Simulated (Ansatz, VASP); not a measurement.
**LiBr in VASP and in Ansatz**

Contents of INCAR:

```
ALGO = Normal
EDIFF = 1E-6
ENCUT = 750
GGA = PE
GGA_COMPAT = False
ISIF = 2
ISMEAR = -1
LASPH = True
LCHARG = True
LELF = True
LREAL = False
LVHAR = True
LWAVE = False
NBANDS = 12
NELM = 120
PREC = Accurate
SIGMA = 0.03
```

Contents of KPOINTS:

```
k-points
0
Gamma
  8 8 8
```

The input POSCAR:

```
LiBr
1.0
    0.0000000000      2.7074076152      2.7074076152
    2.7074076152      0.0000000000      2.7074076152
    2.7074076152      2.7074076152      0.0000000000
Li Br
1 1
Direct
    0.0000000000      0.0000000000      0.0000000000
    0.5000000000      0.5000000000      0.5000000000
```

Input for Ansatz:

```yaml
crystal:
  lattice:
    - [0.0, 2.7074076152, 2.7074076152]
    - [2.7074076152, 0.0, 2.7074076152]
    - [2.7074076152, 2.7074076152, 0.0]
  atoms:
    - { symbol: Li, position: [0.0, 0.0, 0.0] }
    - { symbol: Br, position: [0.5, 0.5, 0.5] }
kpoints:
  mp_grid: { grid: [8, 8, 8] }
scf:
  occupations: { method: fermi_dirac, width: 0.03 }
hamiltonian:
  xc: pbe
  pseudopotentials: { kind: all_electron, lapw: { basis_error: 0.001 } }
output:
  forces: true
  stress: true
  eigenvalues: true
```

Change from the starting cell: volume scaled by 0.96.

Alike in both runs: task single point; functional PBE; k mesh 8 × 8 × 8; occupations fermi-dirac, width 0.03 eV; no spin polarisation.

|  | VASP | Ansatz |
| --- | --- | --- |
| version | VASP 6.6.1 | Ansatz 0.2.0 |
| potentials or method | VASP PAW PBE potentials, release 64 (Li_sv, Br), cutoff 750 eV | all-electron LAPW, scalar-relativistic |

Ansatz gave:

| Quantity | Value |
| --- | --- |
| gap on the k mesh at the Fermi level (eV) | 5.15 |
| pressure (GPa) | 1.5 |

Question: What did VASP give for the same quantities?

Answer: gap on the k mesh at the Fermi level (eV): 5.16; pressure (GPa): 1.5.

Ansatz ran all-electron here, and VASP with PAW potentials.
